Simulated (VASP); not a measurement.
## HBr: relaxation of cell and atoms with PBEsol

The system is HBr.

```
CELL_PARAMETERS angstrom
0.00000 3.85072 3.85096
1.67115 0.00000 3.85096
1.67115 3.85072 0.00000
ATOMIC_POSITIONS crystal
H 0.00000 0.00000 0.00000
Br 0.50000 0.50000 0.50000
```

| Quantity | Value |
| --- | --- |
| Program | VASP 6.6.1 |
| Task | relaxation of cell and atoms |
| Functional | PBEsol |
| Potentials or basis | VASP PAW PBE potentials, release 64 (H, Br) |
| Cutoff | 500 eV |
| k mesh | 10 × 10 × 10 |
| Occupations | gaussian, width 0.01 eV |
| Spin | no spin polarisation |
| Dipole correction | no |
| Further INCAR settings | ALGO = Normal; EDIFF = 1e-07; IBRION = 2; EDIFFG = -0.001; NSW = 80; ISIF = 3 |

```
Relaxed volume                        : 24.32 Å³/atom
Relaxed cell                          : a = 5.395 Å, b = 4.165 Å, c = 4.165 Å, α = 80.73°, β = 49.63°, γ = 49.63°
Space group after relaxing (to 0.1 Å) : I4/mmm (No. 139)
Energy gained by relaxing             : 0.0 meV/atom
Ionic steps                           : 18
Pressure after relaxing               : 0.0 GPa
Band gap on the k mesh                : 1.41 eV (least direct gap 1.70 eV)
```

Final structure:
```
CELL_PARAMETERS angstrom
0.00000 3.81508 3.81508
1.67124 0.00000 3.81508
1.67124 3.81508 0.00000
ATOMIC_POSITIONS crystal
H 0.00000 0.00000 0.00000
Br 0.50000 0.50000 0.50000
```

Levels at points of the mesh, in eV from the valence-band top:
| k point | band 1 | band 2 | band 3 | band 4 | band 5 | band 6 | band 7 | band 8 |
| --- | --- | --- | --- | --- | --- | --- | --- | --- |
| (0.00, 0.00, 0.00) | -14.29 | -0.33 | -0.29 | -0.29 | 1.70 | 5.96 | 9.56 | 15.00 |
| (0.50, 0.00, 0.00) | -12.89 | -7.10 | -0.24 | -0.16 | 7.40 | 8.36 | 11.69 | 13.16 |
| (0.50, 0.50, 0.00) | -14.16 | -1.82 | -0.44 | -0.13 | 1.56 | 8.65 | 10.15 | 12.38 |
| (0.50, 0.00, 0.50) | -14.16 | -1.82 | -0.44 | -0.13 | 1.56 | 8.65 | 10.15 | 12.38 |
| (0.00, 0.50, 0.50) | -14.04 | -1.48 | -1.48 | -0.55 | 1.41 | 7.29 | 13.24 | 13.24 |

It took 19 min on 1 thread of AMD EPYC 7R13 (shared host), peak memory 0.23 GiB.

Caveat: the PAW data sets were made with another functional, which shifts forces and pressure a little. A k mesh can miss the band edges.
